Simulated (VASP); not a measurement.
# RbCl (I4/mmm) in VASP: single point with HSE06

Aim: the single point of RbCl with HSE06.

Everything below comes from runs of VASP 6.6.1. Logs are shortened: lines on timing, memory, paths and dates and some standing lists are left out, and cuts for length are marked.

## 1. The cell of the first run

It takes space group I4/mmm (No. 139, tetragonal). The conventional cell has a = 4.699 Å, b = 4.699 Å, c = 6.607 Å, α = 90.00°, β = 90.00°, γ = 90.00°. Within 4.3 Å of Rb (site symmetry 4/mmm) lie 6 Cl at 3.30 to 3.32 Å. Cl (site symmetry 4/mmm) has 6 Rb at 3.30 to 3.32 Å within 4.3 Å.

## 2. Single point, HSE06 (epitaxial xy strain +0.5%)

Input file POSCAR:

```
RbCl
1.0
    0.0000000000      3.3223418864      3.3036454337
    3.3223418864      0.0000000000      3.3036454337
    3.3223418864      3.3223418864      0.0000000000
Rb Cl
1 1
Direct
    0.0000000000      0.0000000000      0.0000000000
    0.5000000000      0.5000000000      0.5000000000
```

Input file INCAR.step1:

```
SYSTEM = RbCl
PREC = Accurate
ENCUT = 400
EDIFF = 1E-5
ISMEAR = 0
SIGMA = 0.01
LREAL = .FALSE.
LASPH = .TRUE.
NELM = 120
ALGO = Normal
ISIF = 2
LWAVE = .TRUE.
LCHARG = .FALSE.
GGA = PE
NBANDS = 15
GGA_COMPAT = .FALSE.
```

Input file INCAR.step2:

```
SYSTEM = RbCl
PREC = Accurate
ENCUT = 400
EDIFF = 1E-6
ISMEAR = 0
SIGMA = 0.01
LREAL = .FALSE.
LASPH = .TRUE.
NELM = 120
ALGO = Normal
ISIF = 2
LWAVE = .FALSE.
LCHARG = .FALSE.
GGA = PE
LHFCALC = .TRUE.
HFSCREEN = 0.2079
PRECFOCK = Normal
ISTART = 1
NBANDS = 15
GGA_COMPAT = .FALSE.
```

Input file KPOINTS:

```
regular mesh
0
G
  4 4 4
  0 0 0
```

Potentials or basis: VASP PAW PBE potentials, release 64 (Rb_sv, Cl).

Command:

```
$ cat potpaw_PBE.64/Rb_sv/POTCAR potpaw_PBE.64/Cl/POTCAR > POTCAR
$ cp INCAR.step1 INCAR
$ mpirun -np 1 vasp_std > vasp.out
$ cp INCAR.step2 INCAR
$ mpirun -np 1 vasp_std > vasp.out
```

OUTCAR:

```text
SYSTEM = RbCl
   PREC = Accurate
   ENCUT = 400
   EDIFF = 1E-6
   ISMEAR = 0
   LREAL = .FALSE.
   LASPH = .TRUE.
   NELM = 120
   ISIF = 2
   GGA = PE
   LHFCALC = .TRUE.
   HFSCREEN = 0.2079
   PRECFOCK = Normal
   ISTART = 1

 ion  position               nearest neighbor table
   1  0.000  0.000  0.000-   2 3.30   2 3.30   2 3.32   2 3.32   2 3.32   2 3.32
   2  0.500  0.500  0.500-   1 3.30   1 3.30   1 3.32   1 3.32   1 3.32   1 3.32

  LATTYP: Found a body centered tetragonal cell.
 ALAT       =     4.6985009546
 C/A-ratio  =     1.4062550867

  Lattice vectors:

 A1 = (   0.0000000000,  -3.3223418864,  -3.3036454337)
 A2 = (   0.0000000000,   3.3223418864,  -3.3036454337)
 A3 = (   3.3223418864,   0.0000000000,   3.3036454337)

Analysis of symmetry for initial positions (statically):
=====================================================================
 Subroutine PRICEL returns:
 Original cell was already a primitive cell.

 Routine SETGRP: Setting up the symmetry group for a
 body centered tetragonal supercell.

 Subroutine GETGRP returns: Found 16 space group operations
 (whereof 16 operations were pure point group operations)
 out of a pool of 16 trial point group operations.

The static configuration has the point symmetry D_4h.

Analysis of symmetry for dynamics (positions and initial velocities):
=====================================================================
 Subroutine PRICEL returns:
 Original cell was already a primitive cell.

 Routine SETGRP: Setting up the symmetry group for a
 body centered tetragonal supercell.

 Subroutine GETGRP returns: Found 16 space group operations
 (whereof 16 operations were pure point group operations)
 out of a pool of 16 trial point group operations.

The dynamic configuration has the point symmetry D_4h.

 Subroutine INISYM returns: Found 16 space group operations
 (whereof 16 operations are pure point group operations),
 and found     1 'primitive' translations

----------------------------------------------------------------------------------------

                                     Primitive cell

  volume of cell :      72.9310

  direct lattice vectors                    reciprocal lattice vectors
     0.000000000  3.322341886  3.303645434    -0.150496251  0.150496251  0.151347961
     3.322341886  0.000000000  3.303645434     0.150496251 -0.150496251  0.151347961
     3.322341886  3.322341886  0.000000000     0.150496251  0.150496251 -0.151347961

  length of vectors
     4.685299218  4.685299218  4.698500955     0.261159814  0.261159814  0.261159814

  position of ions in fractional coordinates (direct lattice)
     0.000000000  0.000000000  0.000000000
     0.500000000  0.500000000  0.500000000

  ion indices of the primitive-cell ions
   primitive index   ion index
                 1           1
                 2           2

----------------------------------------------------------------------------------------

 KPOINTS: regular mesh

Automatic generation of k-mesh.
 Grid dimensions read from file:
 generate k-points for:    4    4    4

 Generating k-lattice:

  Cartesian coordinates                     Fractional coordinates (reciprocal lattice)
    -0.037624063  0.037624063  0.037836990     0.250000000  0.000000000  0.000000000
     0.037624063 -0.037624063  0.037836990     0.000000000  0.250000000  0.000000000
     0.037624063  0.037624063 -0.037836990     0.000000000  0.000000000  0.250000000

  Length of vectors
     0.065289954  0.065289954  0.065289954

  Shift w.r.t. Gamma in fractional coordinates (k-lattice)
     0.000000000  0.000000000  0.000000000

 Subroutine IBZKPT returns following result:
 ===========================================

 Found     13 irreducible k-points:

 Following reciprocal coordinates:
            Coordinates               Weight
  0.000000  0.000000  0.000000      1.000000
  0.250000  0.000000  0.000000      8.000000
  0.500000  0.000000  0.000000      4.000000
  0.250000  0.250000  0.000000      2.000000
  0.500000  0.250000  0.000000      8.000000
 -0.250000  0.250000  0.000000      4.000000
  0.500000  0.500000  0.000000      1.000000
  0.250000  0.000000  0.250000      4.000000
  0.500000  0.000000  0.250000     16.000000
 -0.250000  0.000000  0.250000      8.000000
 -0.250000  0.500000  0.250000      4.000000
  0.500000  0.000000  0.500000      2.000000
 -0.250000  0.250000  0.500000      2.000000
   k-points           NKPTS =     13   k-points in BZ     NKDIM =     64   number of bands    NBANDS=     15
   number of dos      NEDOS =    301   number of ions     NIONS =      2
   total plane-waves  NPLWV =  32768
   dimension x,y,z NGX =    32 NGY =   32 NGZ =   32
   dimension x,y,z NGXF=    64 NGYF=   64 NGZF=   64
   ions per type =               1   1
   NGX,Y,Z   is equivalent  to a cutoff of  11.35, 11.35, 11.32 a.u.
   NGXF,Y,Z  is equivalent  to a cutoff of  22.71, 22.71, 22.64 a.u.
 SYSTEM =  RbCl
   PREC   = accura    normal or accurate (medium, high low for compatibility)
   ISTART =      1    job   : 0-new  1-cont  2-samecut
   ICHARG =      0    charge: 1-file 2-atom 10-const
   ISPIN  =      1    spin polarized calculation?
   LNONCOLLINEAR =      F non collinear calculations
   LSORBIT =      F    spin-orbit coupling
   LASPH  =      T    aspherical Exc in radial PAW
   ENCUT  =  400.0 eV  29.40 Ry    5.42 a.u.   7.64  7.64  7.66*2*pi/ulx,y,z
   NELM   =    120;   NELMIN=  2; NELMDL=  0     # of ELM steps
   EDIFF  = 0.1E-05   stopping-criterion for ELM
   LREAL  =      F    real-space projection
   EDIFFG = 0.1E-04   stopping-criterion for IOM
   NSW    =      0    number of steps for IOM
   IBRION =     -1    ionic relax: 0-MD 1-quasi-New 2-CG
   NFREE  =      0    steps in history (QN), initial steepest desc. (CG)
   ISIF   =      2    stress and relaxation
   ISYM   =      3    0-nonsym 1-usesym 2-fastsym
   POTIM  = 0.5000    time-step for ionic-motion
   TEBEG  =    0.0;   TEEND  =   0.0 temperature during run
   PSTRESS=    0.0 pullay stress
   NELECT =      16.0000    total number of electrons
   NUPDOWN=      -1.0000    fix difference up-down
   EMIN   =  10.00;   EMAX   =-10.00  energy-range for DOS
   EFERMI =   0.00;   METHOD = LEGACY
   ISMEAR =     0;   SIGMA  =   0.01  broadening in eV -4-tet -1-fermi 0-gaus
   EFERMI_NEDOS =   21; number of points for ismear=-14 and -15
   IALGO  =     38    algorithm
   IMIX   =      1    mixing-type and parameters
     AMIX     =   0.40;   BMIX     =  1.00
     AMIX_MAG =   1.60;   BMIX_MAG =  1.00
  volume/ion in A,a.u.               =      36.47       246.08
  Fermi-wavevector in a.u.,A,eV,Ry     =   0.987364  1.865848 13.264163  0.974888
  Thomas-Fermi vector in A             =   2.118813
   LORBIT       =      0    0 simple, 1 ext, 2 COOP (PROOUT), +10 PAW based schemes
   GGA     = PE    functional components
   LHFCALC =     T    Hartree Fock is set to
   PRECFOCK=normal    Normal, Fast or Accurate (Low or Medium for compatibility)
   ENCUT4O =  -1.0   cutoff for four orbital integrals eV
   NKREDX  =     1    reduce k-point grid by
   NKREDY  =     1    reduce k-point grid by
   NKREDZ  =     1    reduce k-point grid by
   AEXX    =    0.2500 exact exchange contribution
   HFSCREEN=    0.2079 screening length (either q_TF or 0.3 A-1)
   HFSCREENC=   0.2079 screening length for correlation (either q_TF or 0.3 A-1)
   ENCUTFOCK=  -1.0 apply spherical cutoff to Coloumb kernel
   IVDW    =     0    specifies the selected vdW correction
   LEPSILON=     F    determine dielectric tensor
   LRPA    =     F    only Hartree local field effects (RPA)
 non-spin polarized calculation
 Gauss-broadening in eV      SIGMA  =   0.01
  energy-cutoff  :      400.00
  volume of cell :       72.93
 maximum number of plane-waves:      1363
 NGX is ok and might be reduce to    32
  NGX = 24; NGY = 24; NGZ = 24

 number of electron      16.0000002 magnetization

 Free energy of the ion-electron system (eV)
  ---------------------------------------------------
  ext. energy  EPLUGINS =         0.00000000
  ---------------------------------------------------
  free energy    TOTEN  =        -7.74272573 eV

  energy without entropy =       -7.74272573  energy(sigma->0) =       -7.74272573

 E-fermi :  -2.8748     XC(G=0):  -6.0890

 val. band max:       -2.9444648828   @ k =   0.0000   0.0000   0.0000
 cond. band min:       3.2670879239   @ k =   0.0000   0.0000   0.0000
 fundamental gap:      6.2115528066
 Fermi energy:        -2.8748049676

 k-point     1 :       0.0000    0.0000    0.0000
  band No.  band energies     occupation
      1     -28.4864      2.00000
      2     -16.0622      2.00000
      3     -11.3750      2.00000
      4     -11.3739      2.00000
      5     -11.3739      2.00000
      6      -2.9508      2.00000
      7      -2.9508      2.00000
      8      -2.9445      2.00000
      9       3.2671      0.00000
     10       6.4248      0.00000
     11       6.4248      0.00000
     12       6.4587      0.00000
     13       7.4804      0.00000
     14       7.5148      0.00000
     15      10.3192      0.00000

 k-point     2 :       0.2500    0.0000    0.0000
  band No.  band energies     occupation
      1     -28.4785      2.00000
      2     -16.0872      2.00000
      3     -11.3786      2.00000
      4     -11.3777      2.00000
      5     -11.3604      2.00000
      6      -3.4125      2.00000
      7      -3.1195      2.00000
      8      -3.1186      2.00000
      9       4.5222      0.00000
     10       6.1481      0.00000
     11       7.2039      0.00000
     12       7.2212      0.00000
     13       8.3537      0.00000
     14       8.3963      0.00000
     15      12.1562      0.00000
[... 167 lines left out ...]
      3     -11.6218      2.00000
      4     -11.4740      2.00000
      5     -11.4692      2.00000
      6      -3.2894      2.00000
      7      -3.0591      2.00000
      8      -3.0533      2.00000
      9       4.5619      0.00000
     10       6.4541      0.00000
     11       7.9838      0.00000
     12       8.6564      0.00000
     13       8.9389      0.00000
     14      10.3178      0.00000
     15      10.3718      0.00000

 k-point    13 :      -0.2500    0.2500    0.5000
  band No.  band energies     occupation
      1     -28.4663      2.00000
      2     -16.0426      2.00000
      3     -11.5454      2.00000
      4     -11.5454      2.00000
      5     -11.3564      2.00000
      6      -3.3923      2.00000
      7      -3.1994      2.00000
      8      -3.1994      2.00000
      9       6.0370      0.00000
     10       6.0370      0.00000
     11       7.7670      0.00000
     12       7.8222      0.00000
     13      10.1835      0.00000
     14      10.3696      0.00000
     15      10.8212      0.00000

------------------------ aborting loop because EDIFF is reached ----------------------------------------

  FORCE on cell =-STRESS in cart. coord.  units (eV):
  Direction    XX          YY          ZZ          XY          YZ          ZX
  --------------------------------------------------------------------------------------
  -------------------------------------------------------------------------------------
  Total        0.0619762      0.0619762      0.1428360      0.0000000     -0.0000000      0.0000000
  in kB        1.3615187      1.3615187      3.1378785      0.0000000     -0.0000000      0.0000000
  external PRESSURE =       1.9536386 kB  Pullay stress =       0.0000000 kB

 VOLUME and BASIS-vectors are now :
 -----------------------------------------------------------------------------
  energy-cutoff  :      400.00
  volume of cell :       72.93
      direct lattice vectors                 reciprocal lattice vectors
     0.000000000  3.322341886  3.303645434    -0.150496251  0.150496251  0.151347961
     3.322341886  0.000000000  3.303645434     0.150496251 -0.150496251  0.151347961
     3.322341886  3.322341886  0.000000000     0.150496251  0.150496251 -0.151347961

 POSITION                                       TOTAL-FORCE (eV/Angst)
 -----------------------------------------------------------------------------------
      0.00000      0.00000      0.00000         0.000000      0.000000     -0.000000
      3.32234      3.32234      3.30365         0.000000      0.000000      0.000000
 -----------------------------------------------------------------------------------
    total drift:                               -0.000000     -0.000000     -0.000000

  FREE ENERGIE OF THE ION-ELECTRON SYSTEM (eV)
  ---------------------------------------------------
  free  energy   TOTEN  =        -7.7427257278 eV

  energy  without entropy=       -7.7427257278  energy(sigma->0) =       -7.74272573
```

Run time: 5 min. Hardware: 1 thread of Intel Xeon Platinum 8375C at 2.90GHz (Ice Lake), shared host; peak memory 0.28 GiB.

Results:

```yaml
Free_energy: -7.7427 eV
Pressure: 0.2 GPa
Band_gap_on_the_k_mesh: 6.21 eV
```

Caveat: the cell differs from its parent crystal (epitaxial xy strain +0.5%); the PAW data sets were made with another functional, which shifts forces and pressure a little.
